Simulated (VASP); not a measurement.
# SrMg (Pm-3m) in VASP: notebook

SrMg is run at these levels: LDA; tasks: electric field gradients.

All numbers are computed with VASP 6.6.1; they aren't measurements. Logs are shortened: lines on timing, memory, paths and dates and some standing lists are left out, and cuts for length are marked.

### Step 1. The cell of the first run

The structure is cubic, space group Pm-3m (No. 221). The conventional cell has a = 3.900 Å, b = 3.900 Å, c = 3.900 Å, α = 90.00°, β = 90.00°, γ = 90.00°. Sr (site symmetry m-3m) has 8 Mg at 3.38 Å and 6 Sr at 3.90 Å within 4.4 Å. Mg (site symmetry m-3m) has 8 Sr at 3.38 Å and 6 Mg at 3.90 Å within 4.4 Å.

### Step 2. Electric field gradients, LDA

The input, INCAR:

```
SYSTEM = SrMg
  PREC = Accurate
  ENCUT = 520
  EDIFF = 1E-8
  ISMEAR = -1
  SIGMA = 0.05
  LREAL = .False.
  LASPH = .True.
  NELM = 80
  ALGO = Normal
  ISIF = 2
  LWAVE = .False.
  LCHARG = .False.
  GGA = CA
  LEFG = .True.
  NBANDS = 13
```

The input, KPOINTS:

```
Automatic mesh
0
Gamma
  9 9 9
  0 0 0
```

The input, POSCAR:

```
SrMg
1.0
    3.9000000000      0.0000000000      0.0000000000
    0.0000000000      3.9000000000      0.0000000000
    0.0000000000      0.0000000000      3.9000000000
Sr Mg
1 1
Direct
    0.5000000000      0.5000000000      0.5000000000
    0.0000000000      0.0000000000      0.0000000000
```

Potentials or basis: VASP PAW LDA potentials, release 64 (Sr_sv, Mg).

On the command line:

```console
cat potpaw_LDA.64/Sr_sv/POTCAR potpaw_LDA.64/Mg/POTCAR > POTCAR
mpirun -np 1 vasp_std > vasp.out
```

OUTCAR:

```text
SYSTEM = SrMg
   PREC = Accurate
   ENCUT = 520
   EDIFF = 1E-8
   ISMEAR = -1
   LREAL = .False.
   LASPH = .True.
   NELM = 80
   ISIF = 2
   GGA = CA

 ion  position               nearest neighbor table
   1  0.500  0.500  0.500-   2 3.38   2 3.38   2 3.38   2 3.38   2 3.38   2 3.38   2 3.38   2 3.38

   2  0.000  0.000  0.000-   1 3.38   1 3.38   1 3.38   1 3.38   1 3.38   1 3.38   1 3.38   1 3.38

  LATTYP: Found a simple cubic cell.
 ALAT       =     3.9000000000

  Lattice vectors:

 A1 = (   3.9000000000,   0.0000000000,   0.0000000000)
 A2 = (   0.0000000000,   3.9000000000,   0.0000000000)
 A3 = (   0.0000000000,   0.0000000000,   3.9000000000)

Analysis of symmetry for initial positions (statically):
=====================================================================
 Subroutine PRICEL returns:
 Original cell was already a primitive cell.

 Routine SETGRP: Setting up the symmetry group for a
 simple cubic supercell.

 Subroutine GETGRP returns: Found 48 space group operations
 (whereof 48 operations were pure point group operations)
 out of a pool of 48 trial point group operations.

The static configuration has the point symmetry O_h .

Analysis of symmetry for dynamics (positions and initial velocities):
=====================================================================
 Subroutine PRICEL returns:
 Original cell was already a primitive cell.

 Routine SETGRP: Setting up the symmetry group for a
 simple cubic supercell.

 Subroutine GETGRP returns: Found 48 space group operations
 (whereof 48 operations were pure point group operations)
 out of a pool of 48 trial point group operations.

The dynamic configuration has the point symmetry O_h .

 Subroutine INISYM returns: Found 48 space group operations
 (whereof 48 operations are pure point group operations),
 and found     1 'primitive' translations

----------------------------------------------------------------------------------------

                                     Primitive cell

  volume of cell :      59.3190

  direct lattice vectors                    reciprocal lattice vectors
     3.900000000  0.000000000  0.000000000     0.256410256  0.000000000  0.000000000
     0.000000000  3.900000000  0.000000000     0.000000000  0.256410256  0.000000000
     0.000000000  0.000000000  3.900000000     0.000000000  0.000000000  0.256410256

  length of vectors
     3.900000000  3.900000000  3.900000000     0.256410256  0.256410256  0.256410256

  position of ions in fractional coordinates (direct lattice)
     0.500000000  0.500000000  0.500000000
     0.000000000  0.000000000  0.000000000

  ion indices of the primitive-cell ions
   primitive index   ion index
                 1           1
                 2           2

----------------------------------------------------------------------------------------

 KPOINTS: Automatic mesh

Automatic generation of k-mesh.
 Grid dimensions read from file:
 generate k-points for:    9    9    9

 Generating k-lattice:

  Cartesian coordinates                     Fractional coordinates (reciprocal lattice)
     0.028490028  0.000000000  0.000000000     0.111111111  0.000000000  0.000000000
     0.000000000  0.028490028  0.000000000     0.000000000  0.111111111  0.000000000
     0.000000000  0.000000000  0.028490028     0.000000000  0.000000000  0.111111111

  Length of vectors
     0.028490028  0.028490028  0.028490028

  Shift w.r.t. Gamma in fractional coordinates (k-lattice)
     0.000000000  0.000000000  0.000000000

 Subroutine IBZKPT returns following result:
 ===========================================

 Found     35 irreducible k-points:

 Following reciprocal coordinates:
            Coordinates               Weight
  0.000000  0.000000  0.000000      1.000000
  0.111111  0.000000  0.000000      6.000000
  0.222222  0.000000  0.000000      6.000000
  0.333333  0.000000  0.000000      6.000000
  0.444444  0.000000  0.000000      6.000000
  0.111111  0.111111  0.000000     12.000000
[... 16 lines left out ...]
  0.333333  0.333333  0.111111     24.000000
  0.444444  0.333333  0.111111     48.000000
 [... further k-points ...]
   k-points           NKPTS =     35   k-points in BZ     NKDIM =     35   number of bands    NBANDS=     13
   number of dos      NEDOS =    301   number of ions     NIONS =      2
   total plane-waves  NPLWV =  27000
   dimension x,y,z NGX =    30 NGY =   30 NGZ =   30
   dimension x,y,z NGXF=    60 NGYF=   60 NGZF=   60
   ions per type =               1   1
   NGX,Y,Z   is equivalent  to a cutoff of  12.79, 12.79, 12.79 a.u.
   NGXF,Y,Z  is equivalent  to a cutoff of  25.58, 25.58, 25.58 a.u.
 SYSTEM =  SrMg
   PREC   = accura    normal or accurate (medium, high low for compatibility)
   ISTART =      0    job   : 0-new  1-cont  2-samecut
   ICHARG =      2    charge: 1-file 2-atom 10-const
   ISPIN  =      1    spin polarized calculation?
   LNONCOLLINEAR =      F non collinear calculations
   LSORBIT =      F    spin-orbit coupling
   LASPH  =      T    aspherical Exc in radial PAW
   ENCUT  =  520.0 eV  38.22 Ry    6.18 a.u.   7.25  7.25  7.25*2*pi/ulx,y,z
   NELM   =     80;   NELMIN=  2; NELMDL= -5     # of ELM steps
   EDIFF  = 0.1E-07   stopping-criterion for ELM
   LREAL  =      F    real-space projection
   EDIFFG = 0.1E-06   stopping-criterion for IOM
   NSW    =      0    number of steps for IOM
   IBRION =     -1    ionic relax: 0-MD 1-quasi-New 2-CG
   NFREE  =      0    steps in history (QN), initial steepest desc. (CG)
   ISIF   =      2    stress and relaxation
   ISYM   =      2    0-nonsym 1-usesym 2-fastsym
   POTIM  = 0.5000    time-step for ionic-motion
   TEBEG  =    0.0;   TEEND  =   0.0 temperature during run
   PSTRESS=    0.0 pullay stress
   NELECT =      12.0000    total number of electrons
   NUPDOWN=      -1.0000    fix difference up-down
   EMIN   =  10.00;   EMAX   =-10.00  energy-range for DOS
   EFERMI =   0.00;   METHOD = LEGACY
   ISMEAR =    -1;   SIGMA  =   0.05  broadening in eV -4-tet -1-fermi 0-gaus
   EFERMI_NEDOS =   21; number of points for ismear=-14 and -15
   IALGO  =     38    algorithm
   IMIX   =      4    mixing-type and parameters
     AMIX     =   0.40;   BMIX     =  1.00
     AMIX_MAG =   1.60;   BMIX_MAG =  1.00
  volume/ion in A,a.u.               =      29.66       200.15
  Fermi-wavevector in a.u.,A,eV,Ry     =   0.961031  1.816085 12.566071  0.923580
  Thomas-Fermi vector in A             =   2.090367
   LORBIT       =      0    0 simple, 1 ext, 2 COOP (PROOUT), +10 PAW based schemes
   GGA     = CA    functional components
   LHFCALC =     F    Hartree Fock is set to
   AEXX    =    0.0000 exact exchange contribution
   IVDW    =     0    specifies the selected vdW correction
   LEPSILON=     F    determine dielectric tensor
   LRPA    =     F    only Hartree local field effects (RPA)
 non-spin polarized calculation
  energy-cutoff  :      520.00
  volume of cell :       59.32
 maximum number of plane-waves:      1614
 NGX is ok and might be reduce to    30
   NGX = 15   NGY = 15   NGZ = 15

 number of electron      12.0000000 magnetization

 Free energy of the ion-electron system (eV)
  ---------------------------------------------------
  ext. energy  EPLUGINS =         0.00000000
  ---------------------------------------------------
  free energy    TOTEN  =        -3.84882402 eV

  energy without entropy =       -3.83712576  energy(sigma->0) =       -3.84297489

 E-fermi :   2.6183     XC(G=0):  -8.8556

 val. band max:        2.4545970217   @ k =   0.3333   0.3333   0.2222
 cond. band min:       2.6294262880   @ k =   0.2222   0.0000   0.0000
 fundamental gap:      0.1748292663
 Fermi energy:         2.6183006849

 k-point     1 :       0.0000    0.0000    0.0000
  band No.  band energies     occupation
      1     -32.7893      2.00000
      2     -14.8396      2.00000
      3     -14.8396      2.00000
      4     -14.8396      2.00000
      5      -2.6461      2.00000
      6       3.2177      0.00001
      7       3.2177      0.00001
      8       7.0657      0.00000
      9       7.0657      0.00000
     10       7.0657      0.00000
     11       7.6764      0.00000
     12       7.6764      0.00000
     13       7.6764      0.00000
[... 353 lines left out ...]
 k-point    24 :       0.4444    0.3333    0.1111
  band No.  band energies     occupation
      1     -32.7570      2.00000
      2     -15.0956      2.00000
      3     -15.0240      2.00000
      4     -14.8249      2.00000
      5       0.1433      2.00000
      6       1.7538      2.00000
      7       2.9745      0.00161
      8       4.2572      0.00000
      9       5.5621      0.00000
     10       5.9749      0.00000
     11       8.5939      0.00000
     12       9.0192      0.00000
     13       9.3520      0.00000

 [... further k-points ...]
[... 5 lines left out ...]
  --------------------------------------------------------------------------------------
  -------------------------------------------------------------------------------------
  Total        1.2145393      1.2145393      1.2145393     -0.0000000      0.0000000     -0.0000000
  in kB       32.8041145     32.8041145     32.8041145     -0.0000000      0.0000000     -0.0000000
  external PRESSURE =      32.8041145 kB  Pullay stress =       0.0000000 kB

 VOLUME and BASIS-vectors are now :
 -----------------------------------------------------------------------------
  energy-cutoff  :      520.00
  volume of cell :       59.32
      direct lattice vectors                 reciprocal lattice vectors
     3.900000000  0.000000000  0.000000000     0.256410256  0.000000000  0.000000000
     0.000000000  3.900000000  0.000000000     0.000000000  0.256410256  0.000000000
     0.000000000  0.000000000  3.900000000     0.000000000  0.000000000  0.256410256

 POSITION                                       TOTAL-FORCE (eV/Angst)
 -----------------------------------------------------------------------------------
      1.95000      1.95000      1.95000         0.000000      0.000000      0.000000
      0.00000      0.00000      0.00000         0.000000      0.000000      0.000000
 -----------------------------------------------------------------------------------
    total drift:                                0.000000      0.000000      0.000000

  FREE ENERGIE OF THE ION-ELECTRON SYSTEM (eV)
  ---------------------------------------------------
  free  energy   TOTEN  =        -3.8488240219 eV

  energy  without entropy=       -3.8371257593  energy(sigma->0) =       -3.84297489

 Electric field gradients (V/A^2)
---------------------------------------------------------------------
 ion       V_xx      V_yy      V_zz      V_xy      V_xz      V_yz
---------------------------------------------------------------------
   1       0.000     0.000    -0.000    -0.000    -0.000    -0.000
   2       0.000     0.000     0.000    -0.000    -0.000     0.000
---------------------------------------------------------------------

 Electric field gradients after diagonalization (V/A^2)
 (convention: |V_zz| > |V_xx| > |V_yy|)
----------------------------------------------------------------------
 ion       V_xx      V_yy      V_zz     asymmetry (V_yy - V_xx)/ V_zz
----------------------------------------------------------------------
   1       0.000    -0.000     0.000      -1.377
   2       0.000     0.000     0.000      -0.130
----------------------------------------------------------------------

           NMR quadrupolar parameters

 Cq : quadrupolar parameter    Cq=e*Q*V_zz/h
 eta: asymmetry parameters     (V_yy - V_xx)/ V_zz
 Q  : nuclear electric quadrupole moment in mb (millibarn)
----------------------------------------------------------------------
 ion       Cq(MHz)       eta       Q (mb)
----------------------------------------------------------------------
   1       0.000      -1.377       1.000
   2       0.000      -0.130       1.000
----------------------------------------------------------------------
```

Run time: 28 s. Hardware: 1 thread of Intel Xeon Platinum 8259CL at 2.50GHz (Skylake/Cascade Lake), shared host; peak memory 0.17 GiB.

What came out:

| Quantity | Value |
| --- | --- |
| Free energy | -3.8488 eV |
| Pressure | 3.3 GPa |
| Band gap on the k mesh | zero (band 6 reaches 3.23 eV, above the bottom of band 7 at 1.86 eV) |

Caveat: without QUAD_EFG the Cq values of the log hold for a quadrupole moment of 1 mb, not for the nuclei.

(Continued in part 2 of 2.)
